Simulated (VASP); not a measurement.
# BiTe (R-3m) in VASP: settings compared, part 2 of 2

VASP 6.6.1. Earlier steps stand in the parts before.

## (4) Single point, r2SCAN

This run uses another cell than the first one, of 32.38 Å³/atom, 0.906 times its volume.

POSCAR

```
BiTe
1.0
    2.3899644647      1.3798466271      3.2724581889
   -2.3899644647      1.3798466271      3.2724581889
    0.0000000000     -2.7596932542      3.2724581889
Bi Te
1 1
Direct
    0.5000000000      0.5000000000      0.5000000000
    0.0000000000      0.0000000000      0.0000000000
```

INCAR.step1

```
SYSTEM = BiTe
PREC = Accurate
ENCUT = 520
ISMEAR = -1
SIGMA = 0.05
LREAL = .FALSE.
LASPH = .TRUE.
NELM = 80
NBANDS = 18
GGA = PE
ALGO = Normal
EDIFF = 1E-4
LWAVE = .TRUE.
LCHARG = .FALSE.
```

INCAR.step2

```
SYSTEM = BiTe
PREC = Accurate
ENCUT = 520
EDIFF = 1E-6
ISMEAR = -1
SIGMA = 0.05
LREAL = .FALSE.
LASPH = .TRUE.
NELM = 80
ALGO = Normal
ISIF = 2
LWAVE = .FALSE.
LCHARG = .TRUE.
METAGGA = R2SCAN
LMIXTAU = .TRUE.
LELF = .TRUE.
LVHAR = .TRUE.
NBANDS = 18
ISTART = 1
```

KPOINTS

```
regular mesh
0
G
  7 7 7
  0 0 0
```

Potentials or basis: VASP PAW PBE potentials, release 64 (Bi_d, Te).

Command:

```console
> cat potpaw_PBE.64/Bi_d/POTCAR potpaw_PBE.64/Te/POTCAR > POTCAR
> cp INCAR.step1 INCAR
> mpirun -np 1 vasp_std > vasp.out
> cp INCAR.step2 INCAR
> mpirun -np 1 vasp_std > vasp.out
```

OUTCAR:

```text
SYSTEM = BiTe
   PREC = Accurate
   ENCUT = 520
   EDIFF = 1E-6
   ISMEAR = -1
   LREAL = .FALSE.
   LASPH = .TRUE.
   NELM = 80
   ISIF = 2
   METAGGA = R2SCAN
   ISTART = 1

 ion  position               nearest neighbor table
   1  0.500  0.500  0.500-   2 3.21   2 3.21   2 3.21   2 3.21   2 3.21   2 3.21
   2  0.000  0.000  0.000-   1 3.21   1 3.21   1 3.21   1 3.21   1 3.21   1 3.21

  LATTYP: Found a trigonal (rhomboedric) cell.
 ALAT       =     4.2807580468
 COS(alpha) =     0.3765932224

  Lattice vectors:

 A1 = (   2.3899644647,   1.3798466271,   3.2724581889)
 A2 = (  -2.3899644647,   1.3798466271,   3.2724581889)
 A3 = (   0.0000000000,  -2.7596932542,   3.2724581889)

Analysis of symmetry for initial positions (statically):
=====================================================================
 Subroutine PRICEL returns:
 Original cell was already a primitive cell.

 Routine SETGRP: Setting up the symmetry group for a
 trigonal (rhombohedral) supercell.

 Subroutine GETGRP returns: Found 12 space group operations
 (whereof 12 operations were pure point group operations)
 out of a pool of 12 trial point group operations.

[... 154 lines left out ...]
  ---------------------------------------------------
  ext. energy  EPLUGINS =         0.00000000
  ---------------------------------------------------
  free energy    TOTEN  =       -84.01689351 eV

  energy without entropy =      -84.00416893  energy(sigma->0) =      -84.01053122

 E-fermi :   7.1477     XC(G=0): -10.2334

 val. band max:        7.1439215009   @ k =   0.2857   0.2857   0.2857
 cond. band min:       7.1747902859   @ k =  -0.4286   0.2857   0.2857
 fundamental gap:      0.0308687849
 Fermi energy:         7.1477296143

 k-point     1 :       0.0000    0.0000    0.0000
  band No.  band energies     occupation
      1     -16.8940      2.00000
      2     -16.8940      2.00000
      3     -16.8730      2.00000
      4     -16.8730      2.00000
      5     -16.8495      2.00000
      6      -7.2807      2.00000
[... 481 lines left out ...]
      5     -16.8480      2.00000
      6      -5.9116      2.00000
[... 10 lines left out ...]
     17      16.8382      0.00000
     18      18.2403      0.00000

 [... further k-points ...]
[... 5 lines left out ...]
  --------------------------------------------------------------------------------------
  -------------------------------------------------------------------------------------
  Total        0.6949002      0.6949002      0.5128110      0.0000000      0.0000000      0.0000000
  in kB       17.1943365     17.1943365     12.6887929      0.0000000      0.0000000      0.0000000
  external PRESSURE =      15.6924886 kB  Pullay stress =       0.0000000 kB

 VOLUME and BASIS-vectors are now :
 -----------------------------------------------------------------------------
  energy-cutoff  :      520.00
  volume of cell :       64.75
      direct lattice vectors                 reciprocal lattice vectors
     2.389964465  1.379846627  3.272458189     0.209208131  0.120786371  0.101860227
    -2.389964465  1.379846627  3.272458189    -0.209208131  0.120786371  0.101860227
     0.000000000 -2.759693254  3.272458189     0.000000000 -0.241572742  0.101860227

 POSITION                                       TOTAL-FORCE (eV/Angst)
 -----------------------------------------------------------------------------------
      0.00000      0.00000      4.90869         0.000000     -0.000000     -0.000000
      0.00000      0.00000      0.00000        -0.000000      0.000000      0.000000
 -----------------------------------------------------------------------------------
    total drift:                               -0.000000      0.000000     -0.000000

  FREE ENERGIE OF THE ION-ELECTRON SYSTEM (eV)
  ---------------------------------------------------
  free  energy   TOTEN  =       -84.0168935114 eV

  energy  without entropy=      -84.0041689261  energy(sigma->0) =      -84.01053122
```

OUTCAR.step1:

```text
SYSTEM = BiTe
   PREC = Accurate
   ENCUT = 520
   ISMEAR = -1
   LREAL = .FALSE.
   LASPH = .TRUE.
[... 725 lines left out ...]
      0.00000      0.00000      4.90869         0.000000     -0.000000     -0.000000
      0.00000      0.00000      0.00000        -0.000000      0.000000      0.000000
 -----------------------------------------------------------------------------------
    total drift:                               -0.000000      0.000000     -0.000000

  FREE ENERGIE OF THE ION-ELECTRON SYSTEM (eV)
  ---------------------------------------------------
  free  energy   TOTEN  =        -7.1545955436 eV

  energy  without entropy=       -7.1421722747  energy(sigma->0) =       -7.14838391
```

OSZICAR.step1:

```text
N       E                     dE             d eps       ncg     rms          rms(c)
DAV:   1     0.158425752253E+03    0.15843E+03   -0.10078E+04  1584   0.115E+03
DAV:   2     0.509334519456E+01   -0.15333E+03   -0.14942E+03  1670   0.306E+02
DAV:   3    -0.682752698653E+01   -0.11921E+02   -0.11783E+02  1902   0.891E+01
DAV:   4    -0.717829355236E+01   -0.35077E+00   -0.35038E+00  2010   0.160E+01
DAV:   5    -0.719042229450E+01   -0.12129E-01   -0.12128E-01  2132   0.285E+00    0.645E+00
DAV:   6    -0.715127228059E+01    0.39150E-01   -0.12351E-01  2266   0.215E+00    0.398E+00
DAV:   7    -0.715483734224E+01   -0.35651E-02   -0.35791E-02  1894   0.952E-01    0.618E-01
DAV:   8    -0.715446156360E+01    0.37578E-03   -0.59105E-03  1978   0.516E-01    0.162E-01
DAV:   9    -0.715459584327E+01   -0.13428E-03   -0.51669E-04  1836   0.140E-01    0.510E-02
DAV:  10    -0.715459554358E+01    0.29969E-06   -0.17739E-05   938   0.279E-02
   1 F= -.71545955E+01 E0= -.71483839E+01  d E =-.124233E-01
```

Wall time 2.5 min (1 thread of Intel Xeon 8259CL, shared host); peak memory 0.22 GiB.

What came out:

```
Free energy : -84.0169 eV
Pressure    : 1.6 GPa
```

Levels at points of the mesh, in eV from the Fermi level:
```csv
k point,band 7,band 8,band 9,band 10,band 11,band 12,band 13,band 14
"(0.00, 0.00, 0.00)",-8.34,-3.33,-3.33,-1.92,1.97,2.74,2.74,4.31
```

Caveat: the PAW data sets were made with another functional, which shifts forces and pressure a little; spin-orbit coupling is left out, which moves the levels of the heavy elements.

## (5) Overview

| level | potentials or basis | cell | gap on the mesh (eV) | pressure (GPa) |
| --- | --- | --- | --- | --- |
| LDA | VASP PAW LDA potentials, release 64 (Bi_d, Te) | a = 4.425 Å, angles 67.9°, 2 atoms | none | -5.5 |
| r2SCAN | VASP PAW PBE potentials, release 64 (Bi_d, Te) | a = 4.251 Å, angles 67.9°, 2 atoms | none | 2.9 |
| r2SCAN | VASP PAW PBE potentials, release 64 (Bi_d, Te) | a = 4.281 Å, angles 67.9°, 2 atoms | none | 1.6 |

Alike in all rows: task single point; no spin polarisation; k mesh 7 × 7 × 7; cutoff (eV) 520; smearing fermi-dirac 0.05 eV.

Caveats: spin-orbit coupling is left out, which moves the levels of the heavy elements; the PAW data sets were made with another functional, which shifts forces and pressure a little (some runs).

Absolute energies hang on the potentials; compare differences alone.
